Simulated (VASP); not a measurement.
# H (I4/mmm) in VASP: further runs

Runs on H. Level: PBE. Tasks: single point.

Program: VASP 6.6.1. These are calculated values, not measurements. Logs are shortened: lines on timing, memory, paths and dates and some standing lists are left out, and cuts for length are marked.

### 1 The cell of the first run

The structure is tetragonal, space group I4/mmm (No. 139). Conventional cell: a = 3.733 Å, b = 3.733 Å, c = 4.703 Å, α = 90.00°, β = 90.00°, γ = 90.00°. Within 1.0 Å of H (site symmetry 4mm) lie 1 H at 0.74 Å.

### 2 Single point, PBE

File INCAR:

```
SYSTEM = H
  ALGO = Normal
  EDIFF = 1E-6
  ENCUT = 500
  GGA = PE
  GGA_COMPAT = .FALSE.
  ISIF = 2
  ISMEAR = 0
  LASPH = .TRUE.
  LCHARG = .FALSE.
  LREAL = .FALSE.
  LWAVE = .FALSE.
  NBANDS = 8
  NELM = 120
  PREC = Accurate
  SIGMA = 0.01
```

File KPOINTS:

```
k-points
0
G
  4 4 4
  0 0 0
```

File POSCAR:

```
H
1.0
   -1.8663836661      1.8663836661      2.3516763285
    1.8663836661     -1.8663836661      2.3516763285
    1.8663836661      1.8663836661     -2.3516763285
H
2
Direct
    0.9211472140      0.9211472140      0.0000000000
    0.0788527860      0.0788527860      0.0000000000
```

Potentials or basis: VASP PAW PBE potentials, release 64 (H).

Started as:

```
> cat potpaw_PBE.64/H/POTCAR > POTCAR
> mpirun -np 1 vasp_std > vasp.out
```

OUTCAR:

```text
SYSTEM = H
   EDIFF = 1E-6
   ENCUT = 500
   GGA = PE
   ISIF = 2
   ISMEAR = 0
   LASPH = .TRUE.
   LREAL = .FALSE.
   NELM = 120
   PREC = Accurate

 ion  position               nearest neighbor table
   1  0.921  0.921  0.000-   2 0.74
   2  0.079  0.079  0.000-   1 0.74

  LATTYP: Found a body centered tetragonal cell.
 ALAT       =     3.7327673322
 C/A-ratio  =     1.2600176326

  Lattice vectors:

 A1 = (  -1.8663836661,   1.8663836661,   2.3516763285)
 A2 = (   1.8663836661,  -1.8663836661,   2.3516763285)
 A3 = (   1.8663836661,   1.8663836661,  -2.3516763285)

Analysis of symmetry for initial positions (statically):
=====================================================================
 Subroutine PRICEL returns:
 Original cell was already a primitive cell.

 Routine SETGRP: Setting up the symmetry group for a
 body centered tetragonal supercell.

 Subroutine GETGRP returns: Found 16 space group operations
 (whereof 16 operations were pure point group operations)
 out of a pool of 16 trial point group operations.

The static configuration has the point symmetry D_4h.

Analysis of symmetry for dynamics (positions and initial velocities):
=====================================================================
 Subroutine PRICEL returns:
 Original cell was already a primitive cell.

 Routine SETGRP: Setting up the symmetry group for a
 body centered tetragonal supercell.

 Subroutine GETGRP returns: Found 16 space group operations
 (whereof 16 operations were pure point group operations)
 out of a pool of 16 trial point group operations.

The dynamic configuration has the point symmetry D_4h.

 Subroutine INISYM returns: Found 16 space group operations
 (whereof 16 operations are pure point group operations),
 and found     1 'primitive' translations

----------------------------------------------------------------------------------------

                                     Primitive cell

  volume of cell :      32.7672

  direct lattice vectors                    reciprocal lattice vectors
    -1.866383666  1.866383666  2.351676328     0.000000000  0.267897758  0.212614293
     1.866383666 -1.866383666  2.351676328     0.267897758  0.000000000  0.212614293
     1.866383666  1.866383666 -2.351676328     0.267897758  0.267897758  0.000000000

  length of vectors
[... 72 lines left out ...]
   EDIFFG = 0.1E-04   stopping-criterion for IOM
   NSW    =      0    number of steps for IOM
   IBRION =     -1    ionic relax: 0-MD 1-quasi-New 2-CG
   NFREE  =      0    steps in history (QN), initial steepest desc. (CG)
   ISIF   =      2    stress and relaxation
   ISYM   =      2    0-nonsym 1-usesym 2-fastsym
   POTIM  = 0.5000    time-step for ionic-motion
   TEBEG  =    0.0;   TEEND  =   0.0 temperature during run
   PSTRESS=    0.0 pullay stress
   NELECT =       2.0000    total number of electrons
   NUPDOWN=      -1.0000    fix difference up-down
   EMIN   =  10.00;   EMAX   =-10.00  energy-range for DOS
   EFERMI =   0.00;   METHOD = LEGACY
   ISMEAR =     0;   SIGMA  =   0.01  broadening in eV -4-tet -1-fermi 0-gaus
   EFERMI_NEDOS =   21; number of points for ismear=-14 and -15
   IALGO  =     38    algorithm
   IMIX   =      4    mixing-type and parameters
     AMIX     =   0.40;   BMIX     =  1.00
     AMIX_MAG =   1.60;   BMIX_MAG =  1.00
  volume/ion in A,a.u.               =      16.38       110.56
  Fermi-wavevector in a.u.,A,eV,Ry     =   0.644572  1.218065  5.652861  0.415474
  Thomas-Fermi vector in A             =   1.711945
   LORBIT       =      0    0 simple, 1 ext, 2 COOP (PROOUT), +10 PAW based schemes
   GGA     = PE    functional components
   LHFCALC =     F    Hartree Fock is set to
   AEXX    =    0.0000 exact exchange contribution
   IVDW    =     0    specifies the selected vdW correction
   LEPSILON=     F    determine dielectric tensor
   LRPA    =     F    only Hartree local field effects (RPA)
 non-spin polarized calculation
 Gauss-broadening in eV      SIGMA  =   0.01
  energy-cutoff  :      500.00
  volume of cell :       32.77
 maximum number of plane-waves:       845
 NGX is ok and might be reduce to    28
   NGX = 13   NGY = 13   NGZ = 13

 number of electron       2.0000000 magnetization

 Free energy of the ion-electron system (eV)
  ---------------------------------------------------
  ext. energy  EPLUGINS =         0.00000000
  ---------------------------------------------------
  free energy    TOTEN  =        -6.78759516 eV

  energy without entropy =       -6.78759516  energy(sigma->0) =       -6.78759516

 E-fermi :  -8.9173     XC(G=0):  -4.5588

 val. band max:       -8.9794052589   @ k =   0.5000   0.5000   0.5000
 cond. band min:       0.4456790863   @ k =   0.5000   0.0000  -0.0000
 fundamental gap:      9.4250843452
 Fermi energy:        -8.9173328720

 k-point     1 :       0.0000    0.0000    0.0000
  band No.  band energies     occupation
      1     -10.2512      2.00000
      2       3.0036      0.00000
      3       6.7407      0.00000
      4      11.8287      0.00000
      5      11.8287      0.00000
      6      13.8129      0.00000
      7      13.8129      0.00000
      8      14.8761      0.00000
[... 122 lines left out ...]
 k-point    13 :       0.5000    0.5000    0.5000
  band No.  band energies     occupation
      1      -8.9794      2.00000
      2       1.1495      0.00000
      3       5.7823      0.00000
      4       6.3556      0.00000
      5       6.3556      0.00000
      6       8.3350      0.00000
      7      18.0344      0.00000
      8      18.2105      0.00000

------------------------ aborting loop because EDIFF is reached ----------------------------------------

  FORCE on cell =-STRESS in cart. coord.  units (eV):
  Direction    XX          YY          ZZ          XY          YZ          ZX
  --------------------------------------------------------------------------------------
  -------------------------------------------------------------------------------------
  Total       -0.0379634     -0.0379634      0.1810674      0.0000000      0.0000000      0.0000000
  in kB       -1.8562477     -1.8562477      8.8534292      0.0000000      0.0000000      0.0000000
  external PRESSURE =       1.7136446 kB  Pullay stress =       0.0000000 kB

 VOLUME and BASIS-vectors are now :
 -----------------------------------------------------------------------------
  energy-cutoff  :      500.00
  volume of cell :       32.77
      direct lattice vectors                 reciprocal lattice vectors
    -1.866383666  1.866383666  2.351676328     0.000000000  0.267897758  0.212614293
     1.866383666 -1.866383666  2.351676328     0.267897758  0.000000000  0.212614293
     1.866383666  1.866383666 -2.351676328     0.267897758  0.267897758  0.000000000

 POSITION                                       TOTAL-FORCE (eV/Angst)
 -----------------------------------------------------------------------------------
      0.00000      0.00000      4.33248        -0.000000     -0.000000     -0.310292
      0.00000      0.00000      0.37087         0.000000      0.000000      0.310292
 -----------------------------------------------------------------------------------
    total drift:                               -0.000000     -0.000000      0.000000

  FREE ENERGIE OF THE ION-ELECTRON SYSTEM (eV)
  ---------------------------------------------------
  free  energy   TOTEN  =        -6.7875951578 eV

  energy  without entropy=       -6.7875951578  energy(sigma->0) =       -6.78759516
```

OSZICAR:

```text
N       E                     dE             d eps       ncg     rms          rms(c)
DAV:   1    -0.704467956055E+01   -0.70447E+01   -0.39892E+02   208   0.140E+02
DAV:   2    -0.742413608064E+01   -0.37946E+00   -0.37946E+00   288   0.107E+01
DAV:   3    -0.742477864075E+01   -0.64256E-03   -0.64256E-03   248   0.408E-01
DAV:   4    -0.742477918113E+01   -0.54037E-06   -0.54037E-06   296   0.140E-02
DAV:   5    -0.742477918159E+01   -0.46720E-09   -0.46719E-09   248   0.331E-04    0.450E+00
DAV:   6    -0.699343863330E+01    0.43134E+00   -0.23370E-01   224   0.139E+00    0.245E+00
DAV:   7    -0.678383148450E+01    0.20961E+00   -0.53460E-01   248   0.218E+00    0.306E-01
DAV:   8    -0.678899759338E+01   -0.51661E-02   -0.91480E-03   216   0.347E-01    0.195E-01
DAV:   9    -0.678758262167E+01    0.14150E-02   -0.36352E-03   232   0.181E-01    0.158E-02
DAV:  10    -0.678759063540E+01   -0.80137E-05   -0.75493E-05   224   0.473E-02    0.577E-03
DAV:  11    -0.678759556220E+01   -0.49268E-05   -0.49216E-06   232   0.138E-02    0.540E-03
DAV:  12    -0.678759515782E+01    0.40438E-06   -0.43698E-07   272   0.265E-03
   1 F= -.67875952E+01 E0= -.67875952E+01  d E =-.162915E-20
```

stdout:

```text
POSCAR found type information on POSCAR H
 POSCAR found :  1 types and       2 ions
 scaLAPACK will be used
 LDA part: xc-table for (Slater+PW92), standard interpolation
 POSCAR, INCAR and KPOINTS ok, starting setup
 FFT: planning ... GRIDC
 FFT: planning ... GRID_SOFT
 FFT: planning ... GRID
 WAVECAR not read
 entering main loop
```

Run time: 3.3 s. Hardware: 1 thread of Intel Xeon 6975P-C (Granite Rapids), shared host; peak memory 0.14 GiB.

What came out:

```
Free energy            : -6.7876 eV
Pressure               : 0.2 GPa
Largest force          : 0.310 eV/Å
Band gap on the k mesh : 9.43 eV, indirect (least direct gap 9.84 eV)
```

Forces in eV/Å, atoms in the order of the input:
```
H    0.000  0.000 -0.310
H    0.000  0.000  0.310
```

Levels at points of the mesh, in eV from the valence-band top:
```csv
k point,band 1,band 2,band 3,band 4,band 5,band 6
"(0.00, 0.00, 0.00)",-1.27,11.98,15.72,20.81,20.81,22.79
"(0.50, 0.00, 0.00)",-0.42,9.43,15.36,17.00,18.54,21.16
"(0.50, 0.50, 0.00)",-0.28,10.90,13.32,15.00,17.12,18.14
"(0.50, 0.50, 0.50)",0.00,10.13,14.76,15.34,15.34,17.31
```

Caveat: the k points lie up to 0.60 Å⁻¹ apart.

### 3 Single point, PBE (volume changed by -5%)

File INCAR:

```
ALGO = Normal ; EDIFF = 1E-6
ENCUT = 500 ; GGA = PE
GGA_COMPAT = False ; ISIF = 2
ISMEAR = 0 ; LASPH = True
LCHARG = False ; LREAL = False
LWAVE = False ; NBANDS = 8
NELM = 120 ; PREC = Accurate
SIGMA = 0.01
```

File KPOINTS:

```
k-points
0
Gamma
  4 4 4
```

File POSCAR:

```
H
1.0
   -1.8347439323      1.8347439323      2.3118097061
    1.8347439323     -1.8347439323      2.3118097061
    1.8347439323      1.8347439323     -2.3118097061
H
2
Direct
    0.9211472140      0.9211472140      0.0000000000
    0.0788527860      0.0788527860      0.0000000000
```

Potentials or basis: VASP PAW PBE potentials, release 64 (H).

Started as:

```
> cat potpaw_PBE.64/H/POTCAR > POTCAR
> mpirun -np 1 vasp_std > vasp.out
```

It took 3.1 s on 1 thread of Intel Xeon 6975P-C (Granite Rapids), shared host; peak memory 0.14 GiB.

The run converged. Its results:

* Free energy: -6.7807 eV
* Pressure: 0.8 GPa
* Largest force: 0.783 eV/Å
* Band gap on the k mesh: 9.50 eV, indirect (least direct gap 9.95 eV)

Forces in eV/Å, atoms in the order of the input:
```
H    0.000  0.000 -0.783
H    0.000  0.000  0.783
```

Stress tensor (GPa, compression positive):
```
-0.17  0.00  0.00
 0.00 -0.17  0.00
 0.00  0.00  2.71
```

Levels at points of the mesh, in eV from the valence-band top:
```csv
k point,band 1,band 2,band 3,band 4,band 5
"(0.00, 0.00, 0.00)",-1.38,12.23,16.15,21.27,21.27
"(0.50, 0.00, 0.00)",-0.45,9.50,15.66,17.42,18.92
"(0.50, 0.50, 0.00)",-0.30,10.99,13.62,15.26,17.44
"(0.50, 0.50, 0.50)",0.00,10.26,14.99,15.59,15.59
```

Caveat: the k points lie up to 0.61 Å⁻¹ apart.

[end of part 1 of 2]
